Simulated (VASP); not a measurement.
Input of a VASP 6.6.1 run:

INCAR

```
  PREC = Accurate
  ENCUT = 520
  EDIFF = 1E-6
  ISMEAR = -1
  SIGMA = 0.05
  LREAL = Auto
  LASPH = T
  NELM = 120
  ALGO = Normal
  ISIF = 2
  LWAVE = F
  LCHARG = F
  GGA = PE
  NBANDS = 74
  GGA_COMPAT = F
  ISYM = -1
```

The input KPOINTS:

```
explicit points
4
Reciprocal
  0.25000000   0.25000000   0.25000000 2
  0.25000000   0.25000000   0.75000000 2
  0.25000000   0.75000000   0.25000000 2
  0.25000000   0.75000000   0.75000000 2
```

POSCAR

```
HfN
1.0
   -4.5330100770      4.5330100770      0.0000000000
   -4.5330100770      0.0000000000      4.5330100770
    0.0000000000      4.5330100770      4.5330100770
Hf N
8 8
Direct
   -0.0126216353      0.0224996191     -0.0062572109
    0.4895156777     -0.0004210227     -0.0058035388
   -0.0217505583      0.5204564870      0.0053144598
   -0.0106800998      0.0064502394      0.5152571824
    0.5242933414      0.5217107308     -0.0358874119
    0.5025123398     -0.0004680113      0.5072875332
   -0.0101159052      0.5023065163      0.4968853944
    0.4869324053      0.4995057283      0.5071280365
    0.7576486577      0.7545575549      0.7455811795
    0.2431622655      0.7612824462      0.7518203009
    0.7460661773      0.2445034273      0.7501127159
    0.7521165720      0.7680488110      0.2312282528
    0.2277394011      0.2668037307      0.7631134591
    0.2374698008      0.7731447626      0.2458931220
    0.7435251506      0.2570711250      0.2537569916
    0.2692757085      0.2700650295      0.2344101341
```

Potentials or basis: VASP PAW PBE potentials, release 64 (Hf_pv, N).

Launch:

```console
$ cat potpaw_PBE.64/Hf_pv/POTCAR potpaw_PBE.64/N/POTCAR > POTCAR
$ mpirun -np 1 vasp_std > vasp.out
```

(1) Predict the band gap on the k mesh.

(2) What does it give for the largest force?

(3) What does it give for the pressure?

## Answers

(1) 0.21 eV (least direct gap 0.25 eV).

(2) 2.389 eV/Å.

(3) 3.0 GPa.

Caveat: the cell stands under pressure; the atoms stand as in a frame of molecular dynamics; spin-orbit coupling is left out, which moves the levels of the heavy elements; a shifted mesh leaves out Γ, where band edges can lie; forces of over 1 eV/Å act on the atoms, so gaps and moduli don't describe the material at rest.
